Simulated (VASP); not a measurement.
# MgB2 in VASP: settings compared

Aim: see how the results for MgB2 move with the level of theory and the settings. Levels: PBE, PBE-based global hybrid with 10 % exact exchange. Tasks: single point.

All numbers are computed with VASP 6.6.1; they aren't measurements. Logs are shortened: lines on timing, memory, paths and dates and some standing lists are left out, and cuts for length are marked.

### Step 1. The cell of the first run

The structure is monoclinic, space group P2/m (No. 10). The conventional cell has a = 3.058 Å, b = 3.523 Å, c = 3.085 Å, α = 90.00°, β = 119.14°, γ = 90.00°. Mg (site symmetry 2/m) has 12 B at 2.49 to 2.52 Å and 6 Mg at 3.06 to 3.11 Å within 3.3 Å. B (site symmetry m) has 3 B at 1.77 to 1.80 Å within 2.3 Å.

### Step 2. Single point, PBE

Input file INCAR:

```
SYSTEM = MgB2
PREC     = Accurate       ! precision mode
ENCUT    = 520            ! plane-wave cutoff, eV
EDIFF    = 1E-7           ! SCF threshold, eV
ISMEAR   = -1             ! smearing method
SIGMA    = 0.05           ! smearing width, eV
LREAL    = .False.        ! projectors in reciprocal space
LASPH    = .True.         ! aspherical terms in the spheres
NELM     = 60             ! most SCF steps
ALGO     = Normal         ! electronic algorithm
ISIF     = 2              ! what is computed and relaxed
LWAVE    = .False.        ! write WAVECAR
LCHARG   = .False.        ! write CHGCAR
GGA      = PE             ! functional
NBANDS   = 11             ! bands
```

Input file KPOINTS:

```
regular mesh
0
Gamma
  8 8 6
  0 0 0
```

Input file POSCAR:

```
MgB2
1.0
    3.0850000000      0.0308500000      0.0000000000
   -1.5157831163      2.6562633707      0.0000000000
    0.0000000000      0.0000000000      3.5230000000
Mg B
1 2
Direct
    0.0000000000      0.0000000000      0.0000000000
    0.6666666667      0.3333333333      0.5000000000
    0.3333333333      0.6666666667      0.5000000000
```

Potentials or basis: VASP PAW PBE potentials, release 64 (Mg, B).

Launch:

```sh
> cat potpaw_PBE.64/Mg/POTCAR potpaw_PBE.64/B/POTCAR > POTCAR
> mpirun -np 1 vasp_std > vasp.out
```

OUTCAR:

```text
SYSTEM = MgB2
   PREC = Accurate
   ENCUT = 520
   EDIFF = 1E-7
   ISMEAR = -1
   LREAL = .False.
   LASPH = .True.
   NELM = 60
   ISIF = 2
   GGA = PE

 ion  position               nearest neighbor table
   1  0.000  0.000  0.000-   2 2.49   3 2.49   2 2.49   3 2.49   3 2.51   3 2.51   2 2.51   2 2.51
                             2 2.52   2 2.52   3 2.52   3 2.52
   2  0.667  0.333  0.500-   3 1.77   3 1.78   3 1.80   1 2.49   1 2.49   1 2.51   1 2.51   1 2.52
                             1 2.52
   3  0.333  0.667  0.500-   2 1.77   2 1.78   2 1.80   1 2.49   1 2.49   1 2.51   1 2.51   1 2.52
                             1 2.52

  Warning from LATTYP: Monoclinic adjustment (A1->A3, A2->A1, A3->A2)!
  LATTYP: Found a simple monoclinic cell.
 ALAT       =     3.0583220154
 B/A-ratio  =     1.1519388679
 C/A-ratio  =     1.0087735139
 COS(beta)  =    -0.4869160342

  Lattice vectors:

 A1 = (  -1.5157831163,   2.6562633707,   0.0000000000)
 A2 = (   0.0000000000,   0.0000000000,   3.5230000000)
 A3 = (   3.0850000000,   0.0308500000,   0.0000000000)

Analysis of symmetry for initial positions (statically):
=====================================================================
 Subroutine PRICEL returns:
 Original cell was already a primitive cell.

 Routine SETGRP: Setting up the symmetry group for a
 simple monoclinic supercell.

 Subroutine GETGRP returns: Found  4 space group operations
 (whereof  4 operations were pure point group operations)
 out of a pool of  4 trial point group operations.

The static configuration has the point symmetry C_2h.

Analysis of symmetry for dynamics (positions and initial velocities):
=====================================================================
 Subroutine PRICEL returns:
 Original cell was already a primitive cell.

 Routine SETGRP: Setting up the symmetry group for a
 simple monoclinic supercell.

 Subroutine GETGRP returns: Found  4 space group operations
 (whereof  4 operations were pure point group operations)
 out of a pool of  4 trial point group operations.

The dynamic configuration has the point symmetry C_2h.

 Subroutine INISYM returns: Found  4 space group operations
 (whereof  4 operations are pure point group operations),
 and found     1 'primitive' translations

----------------------------------------------------------------------------------------

                                     Primitive cell

  volume of cell :      29.0342

  direct lattice vectors                    reciprocal lattice vectors
     3.085000000  0.030850000  0.000000000     0.322309864  0.183924476  0.000000000
    -1.515783116  2.656263371  0.000000000    -0.003743326  0.374332583  0.000000000
     0.000000000  0.000000000  3.523000000     0.000000000  0.000000000  0.283848992

  length of vectors
     3.085154246  3.058322015  3.523000000     0.371095488  0.374351300  0.283848992

  position of ions in fractional coordinates (direct lattice)
     0.000000000  0.000000000  0.000000000
     0.666666667  0.333333333  0.500000000
     0.333333333  0.666666667  0.500000000

  ion indices of the primitive-cell ions
   primitive index   ion index
                 1           1
                 2           2
                 3           3

----------------------------------------------------------------------------------------

 KPOINTS: regular mesh

Automatic generation of k-mesh.
 Grid dimensions read from file:
 generate k-points for:    8    8    6

 Generating k-lattice:

  Cartesian coordinates                     Fractional coordinates (reciprocal lattice)
     0.040288733  0.022990560  0.000000000     0.125000000  0.000000000  0.000000000
    -0.000467916  0.046791573  0.000000000     0.000000000  0.125000000  0.000000000
     0.000000000  0.000000000  0.047308165     0.000000000  0.000000000  0.166666667

  Length of vectors
     0.046386936  0.046793912  0.047308165

  Shift w.r.t. Gamma in fractional coordinates (k-lattice)
     0.000000000  0.000000000  0.000000000

 Subroutine IBZKPT returns following result:
 ===========================================

 Found    136 irreducible k-points:

 Following reciprocal coordinates:
            Coordinates               Weight
  0.000000  0.000000  0.000000      1.000000
  0.125000  0.000000  0.000000      2.000000
  0.250000  0.000000  0.000000      2.000000
  0.375000  0.000000  0.000000      2.000000
  0.500000  0.000000  0.000000      1.000000
  0.000000  0.125000  0.000000      2.000000
[... 16 lines left out ...]
  0.125000  0.375000  0.000000      2.000000
  0.250000  0.375000  0.000000      2.000000
 [... further k-points ...]
   k-points           NKPTS =    136   k-points in BZ     NKDIM =    136   number of bands    NBANDS=     11
   number of dos      NEDOS =    301   number of ions     NIONS =      3
   total plane-waves  NPLWV =  16128
   dimension x,y,z NGX =    24 NGY =   24 NGZ =   28
   dimension x,y,z NGXF=    48 NGYF=   48 NGZF=   56
   ions per type =               1   2
   NGX,Y,Z   is equivalent  to a cutoff of  12.93, 13.05, 13.21 a.u.
   NGXF,Y,Z  is equivalent  to a cutoff of  25.87, 26.09, 26.43 a.u.
 SYSTEM =  MgB2
   PREC   = accura    normal or accurate (medium, high low for compatibility)
   ISTART =      0    job   : 0-new  1-cont  2-samecut
   ICHARG =      2    charge: 1-file 2-atom 10-const
   ISPIN  =      1    spin polarized calculation?
   LNONCOLLINEAR =      F non collinear calculations
   LSORBIT =      F    spin-orbit coupling
   LASPH  =      T    aspherical Exc in radial PAW
   ENCUT  =  520.0 eV  38.22 Ry    6.18 a.u.   5.74  5.69  6.55*2*pi/ulx,y,z
   NELM   =     60;   NELMIN=  2; NELMDL= -5     # of ELM steps
   EDIFF  = 0.1E-06   stopping-criterion for ELM
   LREAL  =      F    real-space projection
   EDIFFG = 0.1E-05   stopping-criterion for IOM
   NSW    =      0    number of steps for IOM
   IBRION =     -1    ionic relax: 0-MD 1-quasi-New 2-CG
   NFREE  =      0    steps in history (QN), initial steepest desc. (CG)
   ISIF   =      2    stress and relaxation
   ISYM   =      2    0-nonsym 1-usesym 2-fastsym
   POTIM  = 0.5000    time-step for ionic-motion
   TEBEG  =    0.0;   TEEND  =   0.0 temperature during run
   PSTRESS=    0.0 pullay stress
   NELECT =       8.0000    total number of electrons
   NUPDOWN=      -1.0000    fix difference up-down
   EMIN   =  10.00;   EMAX   =-10.00  energy-range for DOS
   EFERMI =   0.00;   METHOD = LEGACY
   ISMEAR =    -1;   SIGMA  =   0.05  broadening in eV -4-tet -1-fermi 0-gaus
   EFERMI_NEDOS =   21; number of points for ismear=-14 and -15
   IALGO  =     38    algorithm
   IMIX   =      4    mixing-type and parameters
     AMIX     =   0.40;   BMIX     =  1.00
     AMIX_MAG =   1.60;   BMIX_MAG =  1.00
  volume/ion in A,a.u.               =       9.68        65.31
  Fermi-wavevector in a.u.,A,eV,Ry     =   1.065291  2.013107 15.440491  1.134844
  Thomas-Fermi vector in A             =   2.200837
   LORBIT       =      0    0 simple, 1 ext, 2 COOP (PROOUT), +10 PAW based schemes
   GGA     = PE    functional components
   LHFCALC =     F    Hartree Fock is set to
   AEXX    =    0.0000 exact exchange contribution
   IVDW    =     0    specifies the selected vdW correction
   LEPSILON=     F    determine dielectric tensor
   LRPA    =     F    only Hartree local field effects (RPA)
 non-spin polarized calculation
  energy-cutoff  :      520.00
  volume of cell :       29.03
 maximum number of plane-waves:       792
   NGX = 11   NGY = 11   NGZ = 13

 number of electron       8.0000000 magnetization

 Free energy of the ion-electron system (eV)
  ---------------------------------------------------
  ext. energy  EPLUGINS =         0.00000000
  ---------------------------------------------------
  free energy    TOTEN  =       -15.31045247 eV

  energy without entropy =      -15.30052447  energy(sigma->0) =      -15.30548847

 E-fermi :   5.2585     XC(G=0): -10.9120

 val. band max:        5.2538851178   @ k =   0.2500   0.2500   0.0000
 cond. band min:       5.2705691828   @ k =   0.3750   0.1250   0.3333
 fundamental gap:      0.0166840650
 Fermi energy:         5.2585224156

 k-point     1 :       0.0000    0.0000    0.0000
  band No.  band energies     occupation
      1      -7.1528      2.00000
      2       2.3277      2.00000
      3       5.5638      0.00445
      4       5.6776      0.00046
      5       6.9176      0.00000
      6      11.3946      0.00000
      7      11.6828      0.00000
      8      13.3919      0.00000
      9      15.1857      0.00000
     10      17.9258      0.00000
     11      21.1977      0.00000

 k-point     2 :       0.1250    0.0000    0.0000
  band No.  band energies     occupation
      1      -6.8866      2.00000
      2       2.5870      2.00000
      3       4.2652      2.00000
      4       5.1254      1.86966
      5       7.1562      0.00000
      6      11.4009      0.00000
      7      12.7540      0.00000
      8      13.8603      0.00000
      9      14.2296      0.00000
     10      19.1032      0.00000
     11      20.1222      0.00000

 k-point     3 :       0.2500    0.0000    0.0000
  band No.  band energies     occupation
      1      -6.0952      2.00000
      2       1.7738      2.00000
      3       3.3489      2.00000
      4       4.1787      2.00000
      5       7.8747      0.00000
      6      10.8042      0.00000
      7      12.0144      0.00000
      8      14.4234      0.00000
      9      15.2646      0.00000
     10      19.2758      0.00000
     11      19.2761      0.00000
[... 267 lines left out ...]
 k-point    23 :       0.1250    0.3750    0.0000
  band No.  band energies     occupation
      1      -3.7862      2.00000
      2      -1.5794      2.00000
      3       2.0473      2.00000
      4       5.3658      0.20954
      5       8.6616      0.00000
      6       9.8906      0.00000
      7      10.9332      0.00000
      8      12.9374      0.00000
      9      15.9629      0.00000
     10      17.8883      0.00000
     11      19.2443      0.00000

 k-point    24 :       0.2500    0.3750    0.0000
  band No.  band energies     occupation
      1      -2.5662      2.00000
      2      -1.9229      2.00000
      3       0.1031      2.00000
      4       6.3690      0.00000
      5       7.7271      0.00000
      6      11.0611      0.00000
      7      11.5274      0.00000
      8      13.8886      0.00000
      9      14.3458      0.00000
     10      16.8524      0.00000
     11      18.2481      0.00000

 [... further k-points ...]

------------------------ aborting loop because EDIFF is reached ----------------------------------------

  FORCE on cell =-STRESS in cart. coord.  units (eV):
  Direction    XX          YY          ZZ          XY          YZ          ZX
  --------------------------------------------------------------------------------------
  -------------------------------------------------------------------------------------
  Total       -0.1456467     -0.1704237     -0.2757423     -0.6357328      0.0000000      0.0000000
  in kB       -8.0371303     -9.4043848    -15.2161149    -35.0812446      0.0000000      0.0000000
  external PRESSURE =     -10.8858767 kB  Pullay stress =       0.0000000 kB

 VOLUME and BASIS-vectors are now :
 -----------------------------------------------------------------------------
  energy-cutoff  :      520.00
  volume of cell :       29.03
      direct lattice vectors                 reciprocal lattice vectors
     3.085000000  0.030850000  0.000000000     0.322309864  0.183924476  0.000000000
    -1.515783116  2.656263371  0.000000000    -0.003743326  0.374332583  0.000000000
     0.000000000  0.000000000  3.523000000     0.000000000  0.000000000  0.283848992

 POSITION                                       TOTAL-FORCE (eV/Angst)
 -----------------------------------------------------------------------------------
      0.00000      0.00000      0.00000         0.000000      0.000000      0.000000
      1.55141      0.90599      1.76150         0.085115      0.002446     -0.000000
      0.01781      1.78113      1.76150        -0.085115     -0.002446      0.000000
 -----------------------------------------------------------------------------------
    total drift:                                0.000000     -0.000000      0.000000

  FREE ENERGIE OF THE ION-ELECTRON SYSTEM (eV)
  ---------------------------------------------------
  free  energy   TOTEN  =       -15.3104524699 eV

  energy  without entropy=      -15.3005244728  energy(sigma->0) =      -15.30548847
```

Run time: 41 s. Hardware: 1 thread of AMD EPYC 7R43 (Zen 3), shared host; peak memory 0.13 GiB.

Results:

| Item | Value |
| --- | --- |
| Free energy | -15.3105 eV |
| Pressure | -1.1 GPa |
| Largest force | 0.085 eV/Å |
| Band gap on the k mesh | zero (bands 4 and 5 overlap by 2.62 eV) |

Forces in eV/Å, atoms in the order of the input:
```
Mg   0.000  0.000  0.000
B    0.085  0.002  0.000
B   -0.085 -0.002  0.000
```

Levels at points of the mesh, in eV from the Fermi level:
```csv
k point,band 1,band 2,band 3,band 4,band 5,band 6,band 7,band 8,band 9
"(0.00, 0.00, 0.00)",-12.41,-2.93,0.31,0.42,1.66,6.14,6.42,8.13,9.93
"(0.50, 0.00, 0.00)",-8.63,-7.85,-2.02,0.14,3.06,4.09,5.25,7.11,12.76
"(0.00, 0.50, 0.00)",-8.53,-7.82,-2.17,0.22,3.08,3.88,5.33,7.10,12.57
"(0.50, 0.50, 0.00)",-8.44,-7.79,-2.31,0.30,3.10,3.65,5.41,7.09,12.39
"(0.00, 0.00, 0.50)",-11.14,-7.41,0.69,0.78,6.49,6.76,7.94,9.87,9.97
"(0.50, 0.00, 0.50)",-7.65,-6.93,-3.63,-1.74,-1.35,5.99,8.97,9.17,12.96
"(0.00, 0.50, 0.50)",-7.56,-6.91,-3.55,-1.88,-1.29,5.70,8.76,8.91,13.03
"(0.50, 0.50, 0.50)",-7.46,-6.90,-3.48,-2.01,-1.23,5.41,8.57,8.64,13.10
```

### Step 3. Single point, PBE-based global hybrid with 10 % exact exchange

Input file POSCAR:

```
MgB2
1.0
    3.0850000000      0.0000000000      0.0000000000
   -1.5425000000      2.6716883707      0.0000000000
    0.0000000000      0.0000000000      3.5230000000
Mg B
1 2
Direct
    0.0000000000      0.0000000000      0.0000000000
    0.6666666667      0.3333333333      0.5000000000
    0.3333333333      0.6666666667      0.5000000000
```

Input file INCAR.step1:

```
  ALGO = Normal
  EDIFF = 1E-5
  ENCUT = 520
  GGA = PE
  ISIF = 2
  ISMEAR = -1
  LASPH = T
  LCHARG = F
  LREAL = F
  LWAVE = T
  NBANDS = 11
  NELM = 60
  PREC = Accurate
  SIGMA = 0.05
```

Input file INCAR.step2:

```
  AEXX = 0.1
  ALGO = Normal
  EDIFF = 1E-6
  ENCUT = 520
  GGA = PE
  ISIF = 2
  ISMEAR = -1
  ISTART = 1
  LASPH = T
  LCHARG = F
  LHFCALC = T
  LREAL = F
  LWAVE = F
  NBANDS = 11
  NELM = 60
  PREC = Accurate
  PRECFOCK = Normal
  SIGMA = 0.05
```

Input file KPOINTS:

```
k-points
0
Gamma
  6 6 4
```

Potentials or basis: VASP PAW PBE potentials, release 64 (Mg, B).

Launch:

```sh
> cat potpaw_PBE.64/Mg/POTCAR potpaw_PBE.64/B/POTCAR > POTCAR
> cp INCAR.step1 INCAR
> mpirun -np 1 vasp_std > vasp.out
> cp INCAR.step2 INCAR
> mpirun -np 1 vasp_std > vasp.out
```

It took 6.7 min on 1 thread of AMD EPYC 7R43 (Zen 3), shared host; peak memory 0.12 GiB.

Results (log left out):

```
Free energy            : -16.1568 eV
Pressure               : -2.1 GPa
Band gap on the k mesh : zero (bands 4 and 5 overlap by 4.36 eV)
```

Stress tensor (GPa, compression positive):
```
-0.62  0.00  0.00
 0.00 -0.62  0.00
 0.00  0.00 -4.94
```

Levels at points of the mesh, in eV from the Fermi level:
| k point | band 1 | band 2 | band 3 | band 4 | band 5 | band 6 | band 7 | band 8 | band 9 |
| --- | --- | --- | --- | --- | --- | --- | --- | --- | --- |
| (0.00, 0.00, 0.00) | -13.41 | -3.41 | 0.26 | 0.26 | 1.84 | 6.61 | 6.61 | 8.47 | 10.55 |
| (0.50, 0.00, 0.00) | -9.37 | -8.59 | -2.68 | 0.25 | 3.33 | 4.11 | 5.59 | 7.45 | 13.06 |
| (0.00, 0.00, 0.50) | -12.09 | -8.13 | 0.65 | 0.65 | 6.96 | 6.96 | 8.45 | 10.31 | 10.46 |
| (0.50, 0.00, 0.50) | -8.35 | -7.64 | -4.05 | -2.37 | -1.56 | 5.99 | 9.19 | 9.22 | 13.58 |

Caveat: the k points lie up to 0.45 Å⁻¹ apart, too coarse for converged energies and pressures of a metal; the PAW data sets were made with another functional, which shifts forces and pressure a little.
